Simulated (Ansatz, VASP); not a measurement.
# One calculation of Ir, two programs

```
Ir
1.0
     2.57257    0.00000    0.00000
     0.00000    2.57257    0.00000
     0.00000    0.00000    2.57257
Ir
1
Direct
  0.00000 0.00000 0.00000
```

Alike in both runs: functional PBE; k mesh 13 × 13 × 13; occupations fermi-dirac, width 0.1 eV; no spin polarisation.

Ansatz relaxed the structure, and its values are those at the end. VASP's run is a single point on that final structure, the one shown.

```csv
,VASP,Ansatz
version,VASP 6.6.1,Ansatz 0.2.0
potentials or method,"VASP PAW PBE potentials, release 64 (Ir), cutoff 520 eV","plane waves (420 eV) with PAW, scalar-relativistic"
valence electrons in the cell,9,17
```

|  | VASP | Ansatz | Ansatz less VASP |
| --- | --- | --- | --- |
| pressure (GPa) | 0.1 | 0.0 | -0.14 |

VASP's potentials hold 9 valence electrons a cell and Ansatz's 17, so a difference there can come from the potentials and not from the codes.

Spin-orbit coupling is off throughout.
